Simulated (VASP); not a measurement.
Set up this calculation in VASP 6.6.1, as the native input.

* Task: relaxation of the atoms
* Functional: PBE
* Dispersion: D3(BJ)
* Potentials or basis: VASP PAW PBE potentials, release 64 (S, Pt)
* Cutoff: 520 eV
* k mesh: 9 × 9 × 1
* Occupations: gaussian, width 0.05 eV
* Spin: no spin polarisation
* Dipole correction: yes
* Further INCAR settings: ALGO = Normal; EDIFF = 1e-07; IBRION = 2; EDIFFG = -0.04; NSW = 60

The structure of PtS2 lies in POSCAR:

```
PtS2
1.0
    3.5431994800      0.0000000000      0.0000000000
   -1.7715997400      3.0685007600      0.0000000000
    0.0000000000      0.0000000000     24.5582002285
S Pt
4 2
Direct
    0.6666666700      0.3333333300      0.3461165688
    0.3333333300      0.6666666700      0.4487055229
    0.6666666700      0.3333333300      0.5512944771
    0.3333333300      0.6666666700      0.6538834312
    0.0000000000      0.0000000000      0.3974110459
    0.0000000000      0.0000000000      0.6025889541
```

One way to write it, as run:

INCAR

```
SYSTEM = PtS2
PREC     = Accurate       ! precision mode
ENCUT    = 520            ! plane-wave cutoff, eV
EDIFF    = 1E-7           ! SCF threshold, eV
ISMEAR   = 0              ! smearing method
SIGMA    = 0.05           ! smearing width, eV
LREAL    = .FALSE.        ! projectors in reciprocal space
LASPH    = .TRUE.         ! aspherical terms in the spheres
NELM     = 60             ! most SCF steps
ALGO     = Normal         ! electronic algorithm
ISIF     = 2              ! what is computed and relaxed
LWAVE    = .FALSE.        ! write WAVECAR
LCHARG   = .FALSE.        ! write CHGCAR
LDIPOL   = .TRUE.       
IDIPOL   = 3            
DIPOL    = 0.5 0.5 0.500
GGA      = PE             ! functional
IVDW     = 12             ! dispersion correction
IBRION   = 2              ! ionic algorithm
NSW      = 60             ! ionic steps
EDIFFG   = -0.04          ! ionic threshold
```

KPOINTS

```
Automatic mesh
0
G
  9 9 1
  0 0 0
```

Potentials or basis: VASP PAW PBE potentials, release 64 (S, Pt).

Launch:

```console
$ cat potpaw_PBE.64/S/POTCAR potpaw_PBE.64/Pt/POTCAR > POTCAR
$ mpirun -np 1 vasp_std > vasp.out
```

It gave:

- Energy gained by relaxing: 3.1 meV/atom
- Ionic steps: 4
- Largest force after relaxing: 0.027 eV/Å
- Band gap on the k mesh: 1.03 eV (least direct gap 1.35 eV)
- Dispersion energy per atom: -0.347 eV

Caveat: spin-orbit coupling is left out, which moves the levels of the heavy elements.

It took 8.9 min on 1 thread of Oxide Virtual Turin-like Processor (shared host), peak memory 0.42 GiB.
